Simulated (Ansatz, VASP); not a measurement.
# Pt in VASP and in Ansatz

```
Pt
1.0
    -2.07867    2.42417    1.30349
     2.42417   -2.07867    1.30349
     2.52951    2.52951   -0.67071
Pt
2
Direct
  0.01609 0.98391 0.00000
  0.73391 0.26609 0.50000
```

Alike in both runs: task single point; functional PBE; k mesh 14 × 14 × 10; occupations fermi-dirac, width 0.1 eV; no spin polarisation.

|  | VASP | Ansatz |
| --- | --- | --- |
| version | VASP 6.6.1 | Ansatz 0.2.0 |
| potentials or method | VASP PAW PBE potentials, release 64 (Pt), cutoff 520 eV | plane waves (420 eV) with PAW, scalar-relativistic |
| valence electrons in the cell | 20 | 36 |

```csv
,VASP,Ansatz,Ansatz less VASP
pressure (GPa),22.2,22.9,+0.71
"traceless stress, the component that is largest in VASP (GPa)",1.83,1.90,+0.070
```

With one functional, cell and mesh, what is left measures potentials, basis and numerics. VASP's potentials hold 20 valence electrons a cell and Ansatz's 36, so a difference there can come from the potentials and not from the codes.

Neither program's run includes spin-orbit coupling.
